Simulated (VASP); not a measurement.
# C (I4_1/amd) in VASP: notebook

Runs on C. Level: PBEsol. Tasks: single point.

Everything below comes from runs of VASP 6.6.1. Logs are shortened: lines on timing, memory, paths and dates and some standing lists are left out, and cuts for length are marked.

**1. The cell of the first run**

The structure is tetragonal, space group I4_1/amd (No. 141). The conventional cell has a = 2.421 Å, b = 2.421 Å, c = 3.852 Å, α = 90.00°, β = 90.00°, γ = 90.00°. Within 2.1 Å of C (site symmetry -4m2) lie 4 C at 1.55 Å.

**2. Single point, PBEsol (strain -0.040 along x and y, +0.080 along z)**

INCAR reads:

```
SYSTEM = C
  PREC = Accurate
  ENCUT = 520
  EDIFF = 1E-6
  ISMEAR = 0
  SIGMA = 0.05
  LREAL = .FALSE.
  LASPH = .TRUE.
  NELM = 100
  ALGO = Normal
  ISIF = 2
  LWAVE = .FALSE.
  LCHARG = .TRUE.
  GGA = PS
  LELF = .TRUE.
  LVHAR = .TRUE.
  NBANDS = 11
```

KPOINTS reads:

```
Automatic mesh
0
G
  12 12 12
  0 0 0
```

POSCAR reads:

```
C
1.0
    0.0000000000      1.7120640000      1.9260720000
    1.7120640000      0.0000000000      1.9260720000
    1.7120640000      1.7120640000      0.0000000000
C
2
Direct
    0.5000000000      0.5000000000      0.5000000000
    0.7500000000      0.7500000000      0.7500000000
```

Potentials or basis: VASP PAW PBE potentials, release 64 (C).

On the command line:

```sh
$ cat potpaw_PBE.64/C/POTCAR > POTCAR
$ mpirun -np 1 vasp_std > vasp.out
```

OUTCAR:

```text
SYSTEM = C
   PREC = Accurate
   ENCUT = 520
   EDIFF = 1E-6
   ISMEAR = 0
   LREAL = .FALSE.
   LASPH = .TRUE.
   NELM = 100
   ISIF = 2
   GGA = PS

 ion  position               nearest neighbor table
   1  0.500  0.500  0.500-   2 1.55   2 1.55   2 1.55   2 1.55
   2  0.750  0.750  0.750-   1 1.55   1 1.55   1 1.55   1 1.55

  LATTYP: Found a body centered tetragonal cell.
 ALAT       =     2.4212241285
 C/A-ratio  =     1.5909902577

  Lattice vectors:

 A1 = (  -1.7120640000,   0.0000000000,   1.9260720000)
 A2 = (   1.7120640000,   0.0000000000,   1.9260720000)
 A3 = (   0.0000000000,   1.7120640000,  -1.9260720000)

Analysis of symmetry for initial positions (statically):
=====================================================================
 Subroutine PRICEL returns:
 Original cell was already a primitive cell.

 Routine SETGRP: Setting up the symmetry group for a
 body centered tetragonal supercell.

 Subroutine GETGRP returns: Found 16 space group operations
 (whereof  8 operations were pure point group operations)
 out of a pool of 16 trial point group operations.

The static configuration has the point symmetry D_2d.
 The point group associated with its full space group is D_4h.

Analysis of symmetry for dynamics (positions and initial velocities):
=====================================================================
 Subroutine PRICEL returns:
 Original cell was already a primitive cell.

 Routine SETGRP: Setting up the symmetry group for a
 body centered tetragonal supercell.

 Subroutine GETGRP returns: Found 16 space group operations
 (whereof  8 operations were pure point group operations)
 out of a pool of 16 trial point group operations.

The dynamic configuration has the point symmetry D_2d.
 The point group associated with its full space group is D_4h.

 Subroutine INISYM returns: Found 16 space group operations
 (whereof  8 operations are pure point group operations),
 and found     1 'primitive' translations

----------------------------------------------------------------------------------------

                                     Primitive cell

  volume of cell :      11.2913

  direct lattice vectors                    reciprocal lattice vectors
     0.000000000  1.712064000  1.926072000    -0.292045157  0.292045157  0.259595695
     1.712064000  0.000000000  1.926072000     0.292045157 -0.292045157  0.259595695
     1.712064000  1.712064000  0.000000000     0.292045157  0.292045157 -0.259595695

  length of vectors
     2.576997573  2.576997573  2.421224128     0.487822378  0.487822378  0.487822378

  position of ions in fractional coordinates (direct lattice)
     0.500000000  0.500000000  0.500000000
     0.750000000  0.750000000  0.750000000

  ion indices of the primitive-cell ions
   primitive index   ion index
                 1           1
                 2           2

----------------------------------------------------------------------------------------

 KPOINTS: Automatic mesh

Automatic generation of k-mesh.
 Grid dimensions read from file:
 generate k-points for:   12   12   12

 Generating k-lattice:

  Cartesian coordinates                     Fractional coordinates (reciprocal lattice)
    -0.024337096  0.024337096  0.021632975     0.083333333  0.000000000  0.000000000
     0.024337096 -0.024337096  0.021632975     0.000000000  0.083333333  0.000000000
     0.024337096  0.024337096 -0.021632975    -0.000000000 -0.000000000  0.083333333

  Length of vectors
     0.040651865  0.040651865  0.040651865

  Shift w.r.t. Gamma in fractional coordinates (k-lattice)
     0.000000000  0.000000000  0.000000000

 Subroutine IBZKPT returns following result:
 ===========================================

 Found    163 irreducible k-points:

 Following reciprocal coordinates:
            Coordinates               Weight
  0.000000  0.000000  0.000000      1.000000
  0.083333 -0.000000  0.000000      8.000000
  0.166667 -0.000000  0.000000      8.000000
  0.250000  0.000000  0.000000      8.000000
  0.333333 -0.000000  0.000000      8.000000
  0.416667  0.000000  0.000000      8.000000
[... 16 lines left out ...]
  0.500000  0.166667  0.000000      8.000000
 -0.416667  0.166667  0.000000      8.000000
 [... further k-points ...]
   k-points           NKPTS =    163   k-points in BZ     NKDIM =    163   number of bands    NBANDS=     11
   number of dos      NEDOS =    301   number of ions     NIONS =      2
   total plane-waves  NPLWV =   7200
   dimension x,y,z NGX =    20 NGY =   20 NGZ =   18
   dimension x,y,z NGXF=    40 NGYF=   40 NGZF=   36
   ions per type =               2
   NGX,Y,Z   is equivalent  to a cutoff of  12.90, 12.90, 12.36 a.u.
   NGXF,Y,Z  is equivalent  to a cutoff of  25.80, 25.80, 24.72 a.u.
 SYSTEM =  C
   PREC   = accura    normal or accurate (medium, high low for compatibility)
   ISTART =      0    job   : 0-new  1-cont  2-samecut
   ICHARG =      2    charge: 1-file 2-atom 10-const
   ISPIN  =      1    spin polarized calculation?
   LNONCOLLINEAR =      F non collinear calculations
   LSORBIT =      F    spin-orbit coupling
   LASPH  =      T    aspherical Exc in radial PAW
   ENCUT  =  520.0 eV  38.22 Ry    6.18 a.u.   4.79  4.79  4.50*2*pi/ulx,y,z
   NELM   =    100;   NELMIN=  2; NELMDL= -5     # of ELM steps
   EDIFF  = 0.1E-05   stopping-criterion for ELM
   LREAL  =      F    real-space projection
   EDIFFG = 0.1E-04   stopping-criterion for IOM
   NSW    =      0    number of steps for IOM
   IBRION =     -1    ionic relax: 0-MD 1-quasi-New 2-CG
   NFREE  =      0    steps in history (QN), initial steepest desc. (CG)
   ISIF   =      2    stress and relaxation
   ISYM   =      2    0-nonsym 1-usesym 2-fastsym
   POTIM  = 0.5000    time-step for ionic-motion
   TEBEG  =    0.0;   TEEND  =   0.0 temperature during run
   PSTRESS=    0.0 pullay stress
   NELECT =       8.0000    total number of electrons
   NUPDOWN=      -1.0000    fix difference up-down
   EMIN   =  10.00;   EMAX   =-10.00  energy-range for DOS
   EFERMI =   0.00;   METHOD = LEGACY
   ISMEAR =     0;   SIGMA  =   0.05  broadening in eV -4-tet -1-fermi 0-gaus
   EFERMI_NEDOS =   21; number of points for ismear=-14 and -15
   IALGO  =     38    algorithm
   IMIX   =      4    mixing-type and parameters
     AMIX     =   0.40;   BMIX     =  1.00
     AMIX_MAG =   1.60;   BMIX_MAG =  1.00
  volume/ion in A,a.u.               =       5.65        38.10
  Fermi-wavevector in a.u.,A,eV,Ry     =   1.459455  2.757970 28.980524  2.130008
  Thomas-Fermi vector in A             =   2.576020
   LORBIT       =      0    0 simple, 1 ext, 2 COOP (PROOUT), +10 PAW based schemes
   GGA     = PS    functional components
   LHFCALC =     F    Hartree Fock is set to
   AEXX    =    0.0000 exact exchange contribution
   IVDW    =     0    specifies the selected vdW correction
   LEPSILON=     F    determine dielectric tensor
   LRPA    =     F    only Hartree local field effects (RPA)
 non-spin polarized calculation
 Gauss-broadening in eV      SIGMA  =   0.05
  energy-cutoff  :      520.00
  volume of cell :       11.29
 maximum number of plane-waves:       324
   NGX =  9   NGY =  9   NGZ =  9

 number of electron       8.0000000 magnetization

 Free energy of the ion-electron system (eV)
  ---------------------------------------------------
  ext. energy  EPLUGINS =         0.00000000
  ---------------------------------------------------
  free energy    TOTEN  =       -18.92497704 eV

  energy without entropy =      -18.92497704  energy(sigma->0) =      -18.92497704

 E-fermi :  10.6734     XC(G=0): -13.4718

 val. band max:       10.4756980535   @ k =   0.0000   0.0000   0.0000
 cond. band min:      13.0439004035   @ k =   0.4167   0.0000   0.4167
 fundamental gap:      2.5682023500
 Fermi energy:        10.6734009333

 k-point     1 :       0.0000    0.0000    0.0000
  band No.  band energies     occupation
      1     -11.7866      2.00000
      2       8.4520      2.00000
      3      10.4757      2.00000
      4      10.4757      2.00000
      5      15.0048      0.00000
      6      15.0048      0.00000
      7      16.4359      0.00000
      8      22.9099      0.00000
      9      28.9634      0.00000
     10      32.2735      0.00000
     11      33.4939      0.00000

 k-point     2 :       0.0833   -0.0000    0.0000
  band No.  band energies     occupation
      1     -11.5917      2.00000
      2       7.8662      2.00000
      3       9.4946      2.00000
      4      10.1806      2.00000
      5      15.3607      0.00000
      6      15.4544      0.00000
      7      17.1185      0.00000
      8      23.0756      0.00000
      9      29.2797      0.00000
     10      30.8646      0.00000
     11      35.8002      0.00000

 k-point     3 :       0.1667   -0.0000    0.0000
  band No.  band energies     occupation
      1     -11.0090      2.00000
      2       5.9083      2.00000
      3       8.1452      2.00000
      4       9.5699      2.00000
      5      15.8466      0.00000
      6      16.4604      0.00000
      7      18.3823      0.00000
      8      23.5652      0.00000
      9      29.4929      0.00000
     10      30.6070      0.00000
     11      34.3355      0.00000
[... 267 lines left out ...]
 k-point    23 :       0.5000    0.1667    0.0000
  band No.  band energies     occupation
      1      -6.3049      2.00000
      2      -1.9600      2.00000
      3       3.4676      2.00000
      4       7.0012      2.00000
      5      17.7633      0.00000
      6      20.4056      0.00000
      7      20.7495      0.00000
      8      25.1826      0.00000
      9      29.7251      0.00000
     10      32.3667      0.00000
     11      36.4646      0.00000

 k-point    24 :      -0.4167    0.1667    0.0000
  band No.  band energies     occupation
      1      -5.3635      2.00000
      2      -3.0608      2.00000
      3       3.0762      2.00000
      4       7.4299      2.00000
      5      18.1429      0.00000
      6      20.1918      0.00000
      7      20.3647      0.00000
      8      25.2181      0.00000
      9      30.0181      0.00000
     10      33.6129      0.00000
     11      34.2240      0.00000

 [... further k-points ...]

------------------------ aborting loop because EDIFF is reached ----------------------------------------

  FORCE on cell =-STRESS in cart. coord.  units (eV):
  Direction    XX          YY          ZZ          XY          YZ          ZX
  --------------------------------------------------------------------------------------
  -------------------------------------------------------------------------------------
  Total        2.7597419      2.7597419     -5.8022290      0.0000000      0.0000000      0.0000000
  in kB      391.5944699    391.5944699   -823.3091501      0.0000000      0.0000000      0.0000000
  external PRESSURE =     -13.3734034 kB  Pullay stress =       0.0000000 kB

 VOLUME and BASIS-vectors are now :
 -----------------------------------------------------------------------------
  energy-cutoff  :      520.00
  volume of cell :       11.29
      direct lattice vectors                 reciprocal lattice vectors
     0.000000000  1.712064000  1.926072000    -0.292045157  0.292045157  0.259595695
     1.712064000  0.000000000  1.926072000     0.292045157 -0.292045157  0.259595695
     1.712064000  1.712064000  0.000000000     0.292045157  0.292045157 -0.259595695

 POSITION                                       TOTAL-FORCE (eV/Angst)
 -----------------------------------------------------------------------------------
      1.71206      1.71206      1.92607        -0.000000     -0.000000     -0.000000
      2.56810      2.56810      2.88911         0.000000      0.000000      0.000000
 -----------------------------------------------------------------------------------
    total drift:                                0.000000     -0.000000      0.000000

  FREE ENERGIE OF THE ION-ELECTRON SYSTEM (eV)
  ---------------------------------------------------
  free  energy   TOTEN  =       -18.9249770352 eV

  energy  without entropy=      -18.9249770352  energy(sigma->0) =      -18.92497704
```

It took 14 s on 1 thread of Intel Xeon Platinum 8259CL at 2.50GHz (Skylake/Cascade Lake), shared host; peak memory 0.12 GiB.

What came out:

| Item | Value |
| --- | --- |
| Free energy | -18.9250 eV |
| Pressure | -1.3 GPa |
| Band gap on the k mesh | 2.57 eV (least direct gap 4.53 eV) |

Stress tensor (GPa, compression positive):
```
 39.16   0.00   0.00
  0.00  39.16   0.00
  0.00   0.00 -82.33
```

Levels at points of the mesh, in eV from the valence-band top:
```
           k point  band 1  band 2  band 3  band 4  band 5  band 6  band 7  band 8  band 9
(0.00, 0.00, 0.00)  -22.26   -2.02    0.00    0.00    4.53    4.53    5.96   12.43   18.49
(0.50, 0.00, 0.00)  -16.35  -14.16   -4.61   -2.32    5.44    8.21   10.00   14.94   20.73
(0.50, 0.50, 0.00)  -14.65  -14.65   -5.78   -5.78    5.83    5.83   15.62   15.62   21.12
(0.50, 0.00, 0.50)  -12.83  -12.83   -7.51   -7.51    3.12    3.12   15.64   15.64   22.30
```

Caveat: the cell differs from its parent crystal (strain -0.040 along x and y, +0.080 along z); the PAW data sets were made with another functional, which shifts forces and pressure a little.

**3. Single point, PBEsol (strain +0.040 along x and y, -0.080 along z)**

INCAR reads:

```
PREC = Accurate ; ENCUT = 520
EDIFF = 1E-7 ; ISMEAR = 0
SIGMA = 0.05 ; LREAL = F
LASPH = T ; NELM = 80
ALGO = Normal ; ISIF = 2
LWAVE = F ; LCHARG = F
GGA = PS ; NBANDS = 11
```

KPOINTS reads:

```
Automatic mesh
0
Gamma
  12 12 12
```

POSCAR reads:

```
C
1.0
    0.0000000000      1.8547360000      1.6407280000
    1.8547360000      0.0000000000      1.6407280000
    1.8547360000      1.8547360000      0.0000000000
C
2
Direct
    0.5000000000      0.5000000000      0.5000000000
    0.7500000000      0.7500000000      0.7500000000
```

Potentials or basis: VASP PAW PBE potentials, release 64 (C).

On the command line:

```sh
$ cat potpaw_PBE.64/C/POTCAR > POTCAR
$ mpirun -np 1 vasp_std > vasp.out
```

Run time: 14 s. Hardware: 1 thread of Intel Xeon Platinum 8259CL at 2.50GHz (Skylake/Cascade Lake), shared host; peak memory 0.12 GiB.

It converged, with:

```yaml
Free_energy: -18.9520 eV
Pressure: -1.5 GPa
Band_gap_on_the_k_mesh: 1.07 eV (least direct gap 3.62 eV)
```

Stress tensor (GPa, compression positive):
```
-34.28   0.00   0.00
  0.00 -34.28   0.00
  0.00   0.00  64.21
```

Levels at points of the mesh, in eV from the valence-band top:
| k point | band 1 | band 2 | band 3 | band 4 | band 5 | band 6 | band 7 | band 8 |
| --- | --- | --- | --- | --- | --- | --- | --- | --- |
| (0.00, 0.00, 0.00) | -22.67 | -1.62 | -1.62 | 0.00 | 3.62 | 5.12 | 5.12 | 12.22 |
| (0.50, 0.00, 0.00) | -16.74 | -14.56 | -4.88 | -2.92 | 5.64 | 6.75 | 9.87 | 14.64 |
| (0.50, 0.50, 0.00) | -12.54 | -12.54 | -8.57 | -8.57 | 1.69 | 1.69 | 16.06 | 16.06 |
| (0.50, 0.00, 0.50) | -14.49 | -14.49 | -6.71 | -6.71 | 4.62 | 4.62 | 14.86 | 14.86 |

Caveat: the cell differs from its parent crystal (strain +0.040 along x and y, -0.080 along z); the PAW data sets were made with another functional, which shifts forces and pressure a little. A k mesh can miss the band edges.

**4. Single point, PBEsol (strain +0.040 along x and y, -0.040 along z)**

INCAR reads:

```
SYSTEM = C
PREC = Accurate
ENCUT = 520
EDIFF = 1E-6
ISMEAR = 0
SIGMA = 0.05
LREAL = .FALSE.
LASPH = .TRUE.
NELM = 80
ALGO = Normal
ISIF = 2
LWAVE = .FALSE.
LCHARG = .TRUE.
GGA = PS
LELF = .TRUE.
LVHAR = .TRUE.
NBANDS = 11
```

KPOINTS reads:

```
regular mesh
0
G
  12 12 12
  0 0 0
```

POSCAR reads:

```
C
1.0
    0.0000000000      1.8547360000      1.7120640000
    1.8547360000      0.0000000000      1.7120640000
    1.8547360000      1.8547360000      0.0000000000
C
2
Direct
    0.5000000000      0.5000000000      0.5000000000
    0.7500000000      0.7500000000      0.7500000000
```

On the command line:

```sh
$ cat potpaw_PBE.64/C/POTCAR > POTCAR
$ mpirun -np 1 vasp_std > vasp.out
```

It took 15 s on 1 thread of Intel Xeon Platinum 8259CL at 2.50GHz (Skylake/Cascade Lake), shared host; peak memory 0.12 GiB.

It converged, with:

```
Free energy            : -19.0869 eV
Pressure               : -19.0 GPa
Band gap on the k mesh : 2.04 eV (least direct gap 4.14 eV)
```

Stress tensor (GPa, compression positive):
```
-40.54   0.00   0.00
  0.00 -40.54   0.00
  0.00   0.00  24.16
```

Levels at points of the mesh, in eV from the valence-band top:
| k point | band 2 | band 3 | band 4 | band 5 | band 6 | band 7 |
| --- | --- | --- | --- | --- | --- | --- |
| (0.00, 0.00, 0.00) | -1.08 | -1.08 | 0.00 | 4.14 | 5.10 | 5.10 |
| (0.50, 0.00, 0.00) | -13.75 | -4.07 | -2.78 | 6.32 | 7.17 | 9.06 |
| (0.50, 0.50, 0.00) | -12.40 | -7.56 | -7.56 | 2.63 | 2.63 | 15.72 |
| (0.50, 0.00, 0.50) | -13.61 | -6.39 | -6.39 | 4.46 | 4.46 | 15.07 |

Caveat: the cell differs from its parent crystal (strain +0.040 along x and y, -0.040 along z); the cell stands under tension; the PAW data sets were made with another functional, which shifts forces and pressure a little. A k mesh can miss the band edges.

**5. Single point, PBEsol (strain +0.080 along x and y, -0.080 along z)**

INCAR reads:

```
ALGO = Normal ; EDIFF = 1E-7
ENCUT = 520 ; GGA = PS
ISIF = 2 ; ISMEAR = 0
LASPH = True ; LCHARG = False
LREAL = False ; LWAVE = False
NBANDS = 11 ; NELM = 100
PREC = Accurate ; SIGMA = 0.05
```

KPOINTS reads:

```
k-points
0
Gamma
  12 12 12
```

POSCAR reads:

```
C
1.0
    0.0000000000      1.9260720000      1.6407280000
    1.9260720000      0.0000000000      1.6407280000
    1.9260720000      1.9260720000      0.0000000000
C
2
Direct
    0.5000000000      0.5000000000      0.5000000000
    0.7500000000      0.7500000000      0.7500000000
```

On the command line:

```sh
$ cat potpaw_PBE.64/C/POTCAR > POTCAR
$ mpirun -np 1 vasp_std > vasp.out
```

Run time: 15 s. Hardware: 1 thread of Intel Xeon Platinum 8259CL at 2.50GHz (Skylake/Cascade Lake), shared host; peak memory 0.12 GiB.

The run converged. Its results:

* Free energy: -18.6645 eV
* Pressure: -30.2 GPa
* Band gap on the k mesh: 0.26 eV (least direct gap 3.04 eV)

Stress tensor (GPa, compression positive):
```
-67.97   0.00   0.00
  0.00 -67.97   0.00
  0.00   0.00  45.48
```

Levels at points of the mesh, in eV from the valence-band top:
```csv
k point,band 1,band 2,band 3,band 4,band 5,band 6,band 7,band 8,band 9
"(0.00, 0.00, 0.00)",-21.88,-1.94,-1.94,0.00,3.04,4.91,4.91,10.19,17.05
"(0.50, 0.00, 0.00)",-16.34,-13.93,-5.07,-2.78,4.32,6.14,9.25,13.76,19.25
"(0.50, 0.50, 0.00)",-11.94,-11.94,-8.55,-8.55,0.95,0.95,14.76,14.76,21.57
"(0.50, 0.00, 0.50)",-14.29,-14.29,-6.26,-6.26,4.54,4.54,13.16,13.16,18.97
```

Caveat: the cell differs from its parent crystal (strain +0.080 along x and y, -0.080 along z); the cell stands under tension; the PAW data sets were made with another functional, which shifts forces and pressure a little.

**6. Overview**

```csv
cell,gap on the mesh (eV),pressure (GPa)
"a = 2.577, b = 2.577, c = 2.421 Å, angles 62.0, 62.0, 56.0°, 2 atoms",2.57,-1.3
"a = 2.476, b = 2.476, c = 2.623 Å, angles 58.0, 58.0, 64.0°, 2 atoms",1.07,-1.5
"a = 2.524, b = 2.524, c = 2.623 Å, angles 58.7, 58.7, 62.6°, 2 atoms",2.04,-19.0
"a = 2.530, b = 2.530, c = 2.724 Å, angles 57.4, 57.4, 65.1°, 2 atoms",0.26,-30.2
```

Alike in all rows: task single point; level PBEsol; potentials or basis VASP PAW PBE potentials, release 64 (C); no spin polarisation; k mesh 12 × 12 × 12; cutoff (eV) 520; smearing gaussian 0.05 eV.

Caveats: the PAW data sets were made with another functional, which shifts forces and pressure a little; the cell stands under tension (at least some runs).

Absolute energies hang on the potentials; compare differences alone.
